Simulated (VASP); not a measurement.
Crystal: Y2HfF.

```xyz
4
Lattice="-2.1938 2.1938 4.1005 2.1938 -2.1938 4.1005 2.1938 2.1938 -4.1005" Properties=species:S:1:pos:R:3 pbc="T T T"
Y     0.0000    2.1938    2.0502
Y     2.1938    0.0000    2.0502
Hf    0.0000    0.0000    0.0000
F     0.0000    0.0000    4.1005
```

The cell was generated, and may not be a known phase.

* Program: VASP 6.6.1
* Task: relaxation of cell and atoms
* Functional: PBE
* Potentials or basis: VASP PAW PBE potentials, release 64 (Y_sv, Hf_pv, F)
* Cutoff: 600 eV
* k mesh: 6 × 6 × 6
* Occupations: gaussian, width 0.1 eV
* Spin: no spin polarisation

At the start: pressure 14.4 GPa; volume 19.73 Å³/atom.

Task: Where does the relaxation end?

Result: Over 3 steps the energy falls by 189.3 meV/atom and the volume is 24.62 Å³/atom (+24.8 %); space group I4/mmm (No. 139, to 0.1 Å) before and after.

The path:
```
step  energy change (eV)  largest force (eV/Å)  pressure (GPa)  volume (Å³)
   1              0.0000                0.0000           14.37        78.94
   2             -0.7498                0.0000           -1.00       100.93
   3             -0.7571                0.0000            0.05        98.49
```

Final structure:
```xyz
4
Lattice="-2.3600 2.3600 4.4208 2.3600 -2.3600 4.4208 2.3600 2.3600 -4.4208" Properties=species:S:1:pos:R:3 pbc="T T T"
Y     0.0000    2.3600    2.2104
Y     2.3600    0.0000    2.2104
Hf    0.0000    0.0000    0.0000
F     0.0000    0.0000    4.4208
```

Caveat: the volume moved by over 15 % at a fixed basis, so the end points are rough.
